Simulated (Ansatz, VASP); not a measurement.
Au: VASP beside Ansatz

```
Au
1.0
     0.00000    2.00750    2.00750
     2.00750    0.00000    2.00750
     2.00750    2.00750    0.00000
Au
1
Direct
  0.00000 0.00000 0.00000
```

Alike in both runs: task single point; functional r2SCAN; k mesh 11 × 11 × 11; occupations fermi-dirac, width 0.05 eV; no spin polarisation.

|  | VASP | Ansatz |
| --- | --- | --- |
| version | VASP 6.6.1 | Ansatz 0.2.0 |
| potentials or method | VASP PAW PBE potentials, release 64 (Au) | Ansatz PAW |
| plane-wave cutoff (eV) | 520 | 500 |
| valence electrons in the cell | 11 | 19 |

Ansatz gave:

* gap on the k mesh at the Fermi level (eV): none
* pressure (GPa): 15.7

Which values does VASP return?

gap on the k mesh at the Fermi level (eV): none; pressure (GPa): 16.2.

VASP's potentials were made for PBE, not for r2SCAN. A gap of «none» marks a metal or a gap that the smearing closes. With one functional, cell and mesh, what is left measures potentials, basis and numerics. VASP's potentials hold 11 valence electrons a cell and Ansatz's 19, so a difference there can come from the potentials and not from the codes.

Neither program's run includes spin-orbit coupling.
